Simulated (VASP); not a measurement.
Input of a VASP 6.6.1 run:

File INCAR:

```
SYSTEM = WSe2
  PREC = Accurate
  ENCUT = 400
  EDIFF = 1E-6
  ISMEAR = 0
  SIGMA = 0.02
  LREAL = .False.
  LASPH = .True.
  NELM = 120
  ALGO = Normal
  ISIF = 2
  LWAVE = .False.
  LCHARG = .False.
  LDIPOL = .True.
  IDIPOL = 3
  DIPOL = 0.5 0.5 0.500
  NBANDS = 20
  GGA_COMPAT = .False.
  NELMDL = -8
```

The input KPOINTS:

```
regular mesh
0
Gamma
  9 9 1
  0 0 0
```

POSCAR

```
WSe2
1.0
    3.2854988181      0.0000000000      0.0000000000
   -1.6427494091      2.8453254406      0.0000000000
    0.0000000000      0.0000000000     32.7375750684
Se W
2 1
Direct
    0.3333333333      0.6666666667      0.4485387266
    0.3333333333      0.6666666667      0.5514612734
    0.6666666667      0.3333333333      0.5000000000
```

Potentials or basis: VASP PAW LDA potentials, release 64 (Se, W_sv).

The run is started by

```console
$ cat potpaw_LDA.64/Se/POTCAR potpaw_LDA.64/W_sv/POTCAR > POTCAR
$ mpirun -np 1 vasp_std > vasp.out
```

Problem. What does it give for the largest force?

Solution. 0.506 eV/Å.

Problem. Predict the band gap on the k mesh.

Solution. 1.66 eV, direct.

Forces on the atoms (eV/Å):
```
Se   0.000  0.000  0.506
Se   0.000  0.000 -0.506
W    0.000  0.000  0.000
```

Caveat: spin-orbit coupling is left out, which moves the levels of the heavy elements.
